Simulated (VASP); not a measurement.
# GaN (P4/nmm) in VASP: further runs

Runs on GaN. Level: PBE+D3(BJ). Tasks: single point, relaxation of cell and atoms.

All numbers are computed with VASP 6.6.1; they aren't measurements. Logs are shortened: lines on timing, memory, paths and dates and some standing lists are left out, and cuts for length are marked.

### Step 1. The cell of the first run

The structure is tetragonal, space group P4/nmm (No. 129). Conventional cell: a = 3.908 Å, b = 3.908 Å, c = 4.105 Å, α = 90.00°, β = 90.00°, γ = 90.00°. Ga (site symmetry -4m2) has 4 N at 2.06 Å within 2.7 Å. Within 2.7 Å of N (site symmetry 4mm) lie 4 Ga at 2.06 Å.

### Step 2. Single point, PBE+D3(BJ)

Contents of INCAR:

```
SYSTEM = GaN
PREC = Accurate
ENCUT = 520
EDIFF = 1E-6
ISMEAR = 0
SIGMA = 0.1
LREAL = .False.
LASPH = .True.
NELM = 80
ALGO = Normal
ISIF = 2
LWAVE = .False.
LCHARG = .False.
GGA = PE
IVDW = 12
NBANDS = 26
```

Contents of KPOINTS:

```
regular mesh
0
Gamma
  4 4 4
  0 0 0
```

Contents of POSCAR:

```
GaN
1.0
    3.9077489900      0.0000000000      0.0000000000
    0.0000000000      3.9077489900      0.0000000000
    0.0000000000      0.0000000000      4.1052712100
Ga N
2 2
Direct
    0.5000000000      0.5000000000      0.0000000000
    0.0000000000      0.0000000000      0.0000000000
    0.5000000000      0.0000000000      0.8398070300
    0.0000000000      0.5000000000      0.1601929700
```

Potentials or basis: VASP PAW PBE potentials, release 64 (Ga_d, N).

The run is started by

```bash
$ cat potpaw_PBE.64/Ga_d/POTCAR potpaw_PBE.64/N/POTCAR > POTCAR
$ mpirun -np 1 vasp_std > vasp.out
```

OUTCAR:

```text
SYSTEM = GaN
   PREC = Accurate
   ENCUT = 520
   EDIFF = 1E-6
   ISMEAR = 0
   LREAL = .False.
   LASPH = .True.
   NELM = 80
   ISIF = 2
   GGA = PE
   IVDW = 12
 IVDW          = 12

 ion  position               nearest neighbor table
   1  0.500  0.500  0.000-   3 2.06   4 2.06   3 2.06   4 2.06   2 2.76   2 2.76   2 2.76   2 2.76

   2  0.000  0.000  0.000-   3 2.06   4 2.06   4 2.06   3 2.06   1 2.76   1 2.76   1 2.76   1 2.76

   3  0.500  0.000  0.840-   1 2.06   2 2.06   1 2.06   2 2.06
   4  0.000  0.500  0.160-   1 2.06   2 2.06   2 2.06   1 2.06

  LATTYP: Found a simple tetragonal cell.
 ALAT       =     3.9077489900
 C/A-ratio  =     1.0505462916

  Lattice vectors:

 A1 = (   3.9077489900,   0.0000000000,   0.0000000000)
 A2 = (   0.0000000000,   3.9077489900,   0.0000000000)
 A3 = (   0.0000000000,   0.0000000000,   4.1052712100)

Analysis of symmetry for initial positions (statically):
=====================================================================
 Subroutine PRICEL returns:
 Original cell was already a primitive cell.

 Routine SETGRP: Setting up the symmetry group for a
 simple tetragonal supercell.

 Subroutine GETGRP returns: Found 16 space group operations
 (whereof  8 operations were pure point group operations)
 out of a pool of 16 trial point group operations.

The static configuration has the point symmetry D_2d.
 The point group associated with its full space group is D_4h.

Analysis of symmetry for dynamics (positions and initial velocities):
=====================================================================
 Subroutine PRICEL returns:
 Original cell was already a primitive cell.

 Routine SETGRP: Setting up the symmetry group for a
 simple tetragonal supercell.

 Subroutine GETGRP returns: Found 16 space group operations
 (whereof  8 operations were pure point group operations)
 out of a pool of 16 trial point group operations.

The dynamic configuration has the point symmetry D_2d.
 The point group associated with its full space group is D_4h.

 Subroutine INISYM returns: Found 16 space group operations
 (whereof  8 operations are pure point group operations),
 and found     1 'primitive' translations

----------------------------------------------------------------------------------------

                                     Primitive cell

  volume of cell :      62.6896

  direct lattice vectors                    reciprocal lattice vectors
     3.907748990  0.000000000  0.000000000     0.255901800  0.000000000  0.000000000
     0.000000000  3.907748990  0.000000000     0.000000000  0.255901800  0.000000000
     0.000000000  0.000000000  4.105271210     0.000000000  0.000000000  0.243589266

  length of vectors
     3.907748990  3.907748990  4.105271210     0.255901800  0.255901800  0.243589266

  position of ions in fractional coordinates (direct lattice)
     0.500000000  0.500000000  0.000000000
     0.000000000  0.000000000  0.000000000
     0.500000000  0.000000000  0.839807030
     0.000000000  0.500000000  0.160192970

  ion indices of the primitive-cell ions
   primitive index   ion index
                 1           1
                 2           2
                 3           3
                 4           4

----------------------------------------------------------------------------------------

 KPOINTS: regular mesh

Automatic generation of k-mesh.
 Grid dimensions read from file:
 generate k-points for:    4    4    4

 Generating k-lattice:

  Cartesian coordinates                     Fractional coordinates (reciprocal lattice)
     0.063975450  0.000000000  0.000000000     0.250000000  0.000000000  0.000000000
     0.000000000  0.063975450  0.000000000     0.000000000  0.250000000  0.000000000
     0.000000000  0.000000000  0.060897316     0.000000000  0.000000000  0.250000000

  Length of vectors
     0.063975450  0.063975450  0.060897316

  Shift w.r.t. Gamma in fractional coordinates (k-lattice)
     0.000000000  0.000000000  0.000000000

 Subroutine IBZKPT returns following result:
 ===========================================

 Found     18 irreducible k-points:

 Following reciprocal coordinates:
            Coordinates               Weight
  0.000000  0.000000  0.000000      1.000000
  0.250000  0.000000  0.000000      4.000000
  0.500000  0.000000  0.000000      2.000000
  0.250000  0.250000  0.000000      4.000000
  0.500000  0.250000  0.000000      4.000000
  0.500000  0.500000  0.000000      1.000000
[... 10 lines left out ...]
  0.500000  0.250000  0.500000      4.000000
  0.500000  0.500000  0.500000      1.000000
   k-points           NKPTS =     18   k-points in BZ     NKDIM =     18   number of bands    NBANDS=     26
   number of dos      NEDOS =    301   number of ions     NIONS =      4
   total plane-waves  NPLWV =  28800
   dimension x,y,z NGX =    30 NGY =   30 NGZ =   32
   dimension x,y,z NGXF=    60 NGYF=   60 NGZF=   64
   ions per type =               2   2
   NGX,Y,Z   is equivalent  to a cutoff of  12.76, 12.76, 12.96 a.u.
   NGXF,Y,Z  is equivalent  to a cutoff of  25.53, 25.53, 25.92 a.u.
 SYSTEM =  GaN
   PREC   = accura    normal or accurate (medium, high low for compatibility)
   ISTART =      0    job   : 0-new  1-cont  2-samecut
   ICHARG =      2    charge: 1-file 2-atom 10-const
   ISPIN  =      1    spin polarized calculation?
   LNONCOLLINEAR =      F non collinear calculations
   LSORBIT =      F    spin-orbit coupling
   LASPH  =      T    aspherical Exc in radial PAW
   ENCUT  =  520.0 eV  38.22 Ry    6.18 a.u.   7.27  7.27  7.63*2*pi/ulx,y,z
   NELM   =     80;   NELMIN=  2; NELMDL= -5     # of ELM steps
   EDIFF  = 0.1E-05   stopping-criterion for ELM
   LREAL  =      F    real-space projection
   EDIFFG = 0.1E-04   stopping-criterion for IOM
   NSW    =      0    number of steps for IOM
   IBRION =     -1    ionic relax: 0-MD 1-quasi-New 2-CG
   NFREE  =      0    steps in history (QN), initial steepest desc. (CG)
   ISIF   =      2    stress and relaxation
   ISYM   =      2    0-nonsym 1-usesym 2-fastsym
   POTIM  = 0.5000    time-step for ionic-motion
   TEBEG  =    0.0;   TEEND  =   0.0 temperature during run
   PSTRESS=    0.0 pullay stress
   NELECT =      36.0000    total number of electrons
   NUPDOWN=      -1.0000    fix difference up-down
   EMIN   =  10.00;   EMAX   =-10.00  energy-range for DOS
   EFERMI =   0.00;   METHOD = LEGACY
   ISMEAR =     0;   SIGMA  =   0.10  broadening in eV -4-tet -1-fermi 0-gaus
   EFERMI_NEDOS =   21; number of points for ismear=-14 and -15
   IALGO  =     38    algorithm
   IMIX   =      4    mixing-type and parameters
     AMIX     =   0.40;   BMIX     =  1.00
     AMIX_MAG =   1.60;   BMIX_MAG =  1.00
  volume/ion in A,a.u.               =      15.67       105.76
  Fermi-wavevector in a.u.,A,eV,Ry     =   1.360747  2.571438 25.192975  1.851631
  Thomas-Fermi vector in A             =   2.487382
   LORBIT       =      0    0 simple, 1 ext, 2 COOP (PROOUT), +10 PAW based schemes
   GGA     = PE    functional components
   LHFCALC =     F    Hartree Fock is set to
   AEXX    =    0.0000 exact exchange contribution
   IVDW    =    12    specifies the selected vdW correction
   LEPSILON=     F    determine dielectric tensor
   LRPA    =     F    only Hartree local field effects (RPA)
 non-spin polarized calculation
 Gauss-broadening in eV      SIGMA  =   0.10
  energy-cutoff  :      520.00
  volume of cell :       62.69
 maximum number of plane-waves:      1704
 NGX is ok and might be reduce to    30
   NGX = 15   NGY = 15   NGZ = 15

 number of electron      35.9999979 magnetization

 Free energy of the ion-electron system (eV)
  ---------------------------------------------------
  ext. energy  EPLUGINS =         0.00000000
  ---------------------------------------------------
  free energy    TOTEN  =       -21.14692426 eV

  energy without entropy =      -21.14677631  energy(sigma->0) =      -21.14685028

 E-fermi :   2.6662     XC(G=0):  -9.8118

 val. band max:        2.4715598812   @ k =   0.2500   0.2500   0.0000
 cond. band min:       2.8262038614   @ k =   0.0000   0.0000   0.0000
 fundamental gap:      0.3546439801
 Fermi energy:         2.6662006110

 k-point     1 :       0.0000    0.0000    0.0000
  band No.  band energies     occupation
      1     -13.0949      2.00000
      2     -12.7929      2.00000
      3     -11.7727      2.00000
      4     -11.6909      2.00000
      5     -11.6909      2.00000
      6     -11.5223      2.00000
[... 18 lines left out ...]
     25      13.3537      0.00000
     26      14.4652      0.00000

 k-point     2 :       0.2500    0.0000    0.0000
  band No.  band energies     occupation
      1     -12.7947      2.00000
      2     -12.6465      2.00000
      3     -11.7146      2.00000
      4     -11.6895      2.00000
      5     -11.6545      2.00000
      6     -11.5670      2.00000
[... 18 lines left out ...]
     25      12.3764      0.00000
     26      12.7567      0.00000

 k-point     3 :       0.5000    0.0000    0.0000
  band No.  band energies     occupation
      1     -12.4559      2.00000
      2     -12.4559      2.00000
      3     -11.6467      2.00000
      4     -11.6467      2.00000
      5     -11.6151      2.00000
      6     -11.6151      2.00000
[... 18 lines left out ...]
     25      12.2867      0.00000
     26      12.2867      0.00000

 k-point     4 :       0.2500    0.2500    0.0000
  band No.  band energies     occupation
      1     -12.5369      2.00000
      2     -12.4876      2.00000
      3     -11.7685      2.00000
      4     -11.6275      2.00000
      5     -11.6239      2.00000
      6     -11.6035      2.00000
[... 18 lines left out ...]
     25      12.8240      0.00000
     26      13.4769      0.00000
[... 322 lines left out ...]
      1     -12.5059      2.00000
      2     -12.4895      2.00000
      3     -11.7725      2.00000
      4     -11.6340      2.00000
      5     -11.6166      2.00000
      6     -11.6065      2.00000
[... 18 lines left out ...]
     25      13.7266      0.00000
     26      15.3206      0.00000

 k-point    17 :       0.5000    0.2500    0.5000
  band No.  band energies     occupation
      1     -12.2740      2.00000
      2     -12.2740      2.00000
      3     -11.7455      2.00000
      4     -11.7455      2.00000
      5     -11.6250      2.00000
      6     -11.6250      2.00000
[... 18 lines left out ...]
     25      14.2707      0.00000
     26      14.2707      0.00000

 k-point    18 :       0.5000    0.5000    0.5000
  band No.  band energies     occupation
      1     -12.1076      2.00000
      2     -12.1076      2.00000
      3     -11.8091      2.00000
      4     -11.8091      2.00000
      5     -11.5896      2.00000
      6     -11.5896      2.00000
[... 18 lines left out ...]
     25      13.8368      0.00000
     26      13.8368      0.00000

------------------------ aborting loop because EDIFF is reached ----------------------------------------

 Edisp (eV)   -0.71696

 E8    (eV) :    -0.2881

  FORCE on cell =-STRESS in cart. coord.  units (eV):
  Direction    XX          YY          ZZ          XY          YZ          ZX
  --------------------------------------------------------------------------------------
  -------------------------------------------------------------------------------------
  Total      -6.07152    -6.07152    -1.83870     0.00000     0.00000     0.00000
  in kB    -155.17174  -155.17174   -46.99229     0.00000     0.00000     0.00000
  external pressure =     -119.11 kB  Pullay stress =        0.00 kB

 VOLUME and BASIS-vectors are now :
 -----------------------------------------------------------------------------
  energy-cutoff  :      520.00
  volume of cell :       62.69
      direct lattice vectors                 reciprocal lattice vectors
     3.907748990  0.000000000  0.000000000     0.255901800  0.000000000  0.000000000
     0.000000000  3.907748990  0.000000000     0.000000000  0.255901800  0.000000000
     0.000000000  0.000000000  4.105271210     0.000000000  0.000000000  0.243589266

 POSITION                                       TOTAL-FORCE (eV/Angst)
 -----------------------------------------------------------------------------------
      1.95387      1.95387      0.00000         0.000000      0.000000      0.000000
      0.00000      0.00000      0.00000        -0.000000     -0.000000      0.000000
      1.95387      0.00000      3.44764        -0.000000      0.000000      0.514289
      0.00000      1.95387      0.65764         0.000000     -0.000000     -0.514289
 -----------------------------------------------------------------------------------
    total drift:                                0.000000      0.000000      0.000000

  FREE ENERGIE OF THE ION-ELECTRON SYSTEM (eV)
  ---------------------------------------------------
  free  energy   TOTEN  =       -21.8638871801 eV

  energy  without entropy=      -21.8637392334  energy(sigma->0) =      -21.86381321
```

Wall time 24 s (1 thread of AMD EPYC 7R43 (Zen 3), shared host); peak memory 0.15 GiB.

What came out:

```
Free energy                : -21.8639 eV
Pressure                   : -11.9 GPa
Largest force              : 0.514 eV/Å
Band gap on the k mesh     : 0.35 eV, indirect (least direct gap 1.26 eV)
Dispersion energy per atom : -0.179 eV
```

Forces in eV/Å, atoms in the order of the input:
```
Ga   0.000  0.000  0.000
Ga   0.000  0.000  0.000
N    0.000  0.000  0.514
N    0.000  0.000 -0.514
```

A k mesh can miss the band edges.

### Step 3. Single point, PBE+D3(BJ)

This run uses another cell than the first one, of 12.16 Å³/atom, 0.776 times its volume.

Contents of INCAR:

```
ALGO     = Normal         # electronic algorithm
EDIFF    = 1E-6           # SCF threshold, eV
ENCUT    = 520            # plane-wave cutoff, eV
GGA      = PE             # functional
ISIF     = 2              # what is computed and relaxed
ISMEAR   = 0              # smearing method
IVDW     = 12             # dispersion correction
LASPH    = True           # aspherical terms in the spheres
LCHARG   = True           # write CHGCAR
LELF     = True           # ELF
LREAL    = False          # projectors in reciprocal space
LVHAR    = True         
LWAVE    = False          # write WAVECAR
NBANDS   = 26             # bands
NELM     = 60             # most SCF steps
PREC     = Accurate       # precision mode
SIGMA    = 0.1            # smearing width, eV
```

Contents of KPOINTS:

```
k-points
0
Gamma
  6 6 6
```

Contents of POSCAR:

```
GaN
1.0
    3.7204035877      0.0000000000      0.0000000000
    0.0000000000      3.7204035877      0.0000000000
    0.0000000000      0.0000000000      3.5138129400
Ga N
2 2
Direct
    0.5000000000      0.5000000000      0.0000000000
    0.0000000000      0.0000000000      0.0000000000
    0.5000000000      0.0000000000      0.7941030763
    0.0000000000      0.5000000000      0.2058969237
```

Potentials or basis: VASP PAW PBE potentials, release 64 (Ga_d, N).

The run is started by

```bash
$ cat potpaw_PBE.64/Ga_d/POTCAR potpaw_PBE.64/N/POTCAR > POTCAR
$ mpirun -np 1 vasp_std > vasp.out
```

Run time: 43 s. Hardware: 1 thread of AMD EPYC 7R43 (Zen 3), shared host; peak memory 0.16 GiB.

It converged, with:

- Free energy: -22.2545 eV
- Pressure: 0.4 GPa
- Largest force: 0.051 eV/Å
- Band gap on the k mesh: 0.53 eV, indirect (least direct gap 0.68 eV)
- Dispersion energy per atom: -0.238 eV

Forces in eV/Å, atoms in the order of the input:
```
Ga   0.000  0.000  0.000
Ga   0.000  0.000  0.000
N    0.000  0.000 -0.051
N    0.000  0.000  0.051
```

Stress tensor (GPa, compression positive):
```
 0.62  0.00  0.00
 0.00  0.62  0.00
 0.00  0.00 -0.04
```

Levels at points of the mesh, in eV from the valence-band top:
```csv
k point,band 14,band 15,band 16,band 17,band 18,band 19,band 20,band 21,band 22,band 23
"(0.00, 0.00, 0.00)",-5.15,-1.79,-1.09,-1.09,-0.15,0.53,1.12,4.40,10.08,11.36
"(0.50, 0.00, 0.00)",-5.12,-3.11,-3.11,-0.67,-0.67,4.37,4.37,6.70,6.70,10.00
"(0.50, 0.50, 0.00)",-7.75,-1.19,-1.19,-0.98,-0.98,5.10,5.10,7.82,7.82,9.86
"(0.00, 0.00, 0.50)",-4.56,-3.34,-2.74,-1.45,-1.45,2.15,4.49,5.13,5.80,9.98
"(0.50, 0.00, 0.50)",-6.05,-2.78,-2.78,-0.84,-0.84,2.67,2.67,8.15,8.15,8.23
"(0.50, 0.50, 0.50)",-6.79,-3.02,-3.02,-2.79,-2.79,6.46,6.46,7.86,7.86,7.99
```

### Step 4. Relaxation of cell and atoms, PBE+D3(BJ)

This run uses another cell than the first one, of 12.16 Å³/atom, 0.776 times its volume.

Contents of INCAR:

```
PREC = Accurate ; ENCUT = 600
EDIFF = 1E-7 ; ISMEAR = 0
SIGMA = 0.1 ; LREAL = False
LASPH = True ; NELM = 80
ALGO = Normal ; ISIF = 3
LWAVE = False ; LCHARG = False
GGA = PE ; IVDW = 12
IBRION = 2 ; NSW = 90
EDIFFG = -0.04
```

Contents of KPOINTS:

```
regular mesh
0
Gamma
  6 6 6
```

POSCAR is that of step 3.

The run is started by

```bash
$ cat potpaw_PBE.64/Ga_d/POTCAR potpaw_PBE.64/N/POTCAR > POTCAR
$ mpirun -np 1 vasp_std > vasp.out
```

Run time: 89 s. Hardware: 1 thread of AMD EPYC 7R43 (Zen 3), shared host; peak memory 0.17 GiB.

The run converged. Its results:

```yaml
Free_energy: -22.2580 eV
Relaxed_volume: 12.18 Å³/atom
Relaxed_cell: a = 3.724 Å, b = 3.724 Å, c = 3.512 Å, α = 90.00°, β = 90.00°, γ = 90.00°
Space_group_after_relaxing_to_0.05_Å: P4/nmm (No. 129)
Energy_gained_by_relaxing: 0.1 meV/atom
Ionic_steps: 3
Pressure_after_relaxing: -0.2 GPa
Largest_force_after_relaxing: 0.025 eV/Å
Band_gap_on_the_k_mesh: 0.50 eV, indirect (least direct gap 0.64 eV)
Dispersion_energy_per_atom: -0.238 eV
```

Forces in eV/Å, atoms in the order of the input:
```
Ga   0.000  0.000  0.000
Ga   0.000  0.000  0.000
N    0.000  0.000 -0.025
N    0.000  0.000  0.025
```

Stress tensor (GPa, compression positive):
```
-0.18  0.00  0.00
 0.00 -0.18  0.00
 0.00  0.00 -0.30
```

Step by step:
| step | energy change (eV) | largest force (eV/Å) | pressure (GPa) | volume (Å³) |
| --- | --- | --- | --- | --- |
| 1 | 0.0000 | 0.0515 | 0.24 | 48.64 |
| 2 | -0.0001 | 0.0082 | -0.52 | 48.77 |
| 3 | -0.0002 | 0.0248 | -0.22 | 48.72 |

Final structure:
```
Ga N
1.0
     3.72426    0.00000    0.00000
     0.00000    3.72426    0.00000
     0.00000    0.00000    3.51229
Ga N
2 2
Direct
  0.50000 0.50000 0.00000
  0.00000 0.00000 0.00000
  0.50000 0.00000 0.79367
  0.00000 0.50000 0.20633
```

Levels at points of the mesh, in eV from the valence-band top:
```csv
k point,band 16,band 17,band 18,band 19,band 20,band 21
"(0.00, 0.00, 0.00)",-1.09,-1.09,-0.14,0.50,1.09,4.38
"(0.50, 0.00, 0.00)",-3.12,-0.68,-0.68,4.34,4.34,6.69
"(0.50, 0.50, 0.00)",-1.19,-0.98,-0.98,5.08,5.08,7.79
"(0.00, 0.00, 0.50)",-2.76,-1.46,-1.46,2.12,4.47,5.10
"(0.50, 0.00, 0.50)",-2.78,-0.85,-0.85,2.64,2.64,8.12
"(0.50, 0.50, 0.50)",-3.03,-2.80,-2.80,6.44,6.44,7.82
```

A k mesh can miss the band edges. Expect the measured gap to be larger: semilocal functionals such as PBE lack the derivative discontinuity.

### Step 5. The runs side by side

```csv
task,cell,k mesh,cutoff (eV),gap on the mesh (eV),pressure (GPa),largest force (eV/Å)
single point,"a = 3.908, b = 3.908, c = 4.105 Å, 4 atoms",4 × 4 × 4,520,0.35,-11.9,0.51
single point,"a = 3.720, b = 3.720, c = 3.514 Å, 4 atoms",6 × 6 × 6,520,0.53,0.4,0.05
relaxation of cell and atoms,"relaxed from a = 3.720, b = 3.720, c = 3.514 Å, 4 atoms",6 × 6 × 6,600,0.50,-0.2,0.02
```

Alike in all rows: level PBE+D3(BJ); potentials or basis VASP PAW PBE potentials, release 64 (Ga_d, N); no spin polarisation; smearing gaussian 0.1 eV.

Absolute energies hang on the potentials; compare differences alone.
